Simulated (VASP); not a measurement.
Crystal: GaP.

```xyz
2
Lattice="0.0000 2.7252 2.7252 2.7252 0.0000 2.7252 2.7252 2.7252 0.0000" Properties=species:S:1:pos:R:3 pbc="T T T"
Ga    0.0000    0.0000    0.0000
P     4.0879    4.0879    4.0879
```

Base run:

| Property | Result |
| --- | --- |
| Program | VASP 6.6.1 |
| Functional | RPBE |
| Potentials or basis | VASP PAW PBE potentials, release 64 (Ga_d, P) |
| Cutoff | 500 eV |
| k mesh | 6 × 6 × 6 |
| Occupations | gaussian, width 0.01 eV |
| Spin | no spin polarisation |

Its results: band gap on the k mesh 1.75 eV (least direct gap 1.96 eV); pressure 4.5 GPa.

After a change of settings the same cell gave: band gap on the k mesh 1.72 eV (least direct gap 1.92 eV); pressure 3.9 GPa. Which change was it?
A. functional from RPBE to revPBE
B. functional from RPBE to LDA; potentials or basis from VASP PAW PBE potentials, release 64 (Ga_d, P) to VASP PAW LDA potentials, release 64 (Ga_d, P)
C. functional from RPBE to BLYP

A.

Caveats: the cell stands under pressure; the PAW data sets were made with another functional, which shifts forces and pressure a little.
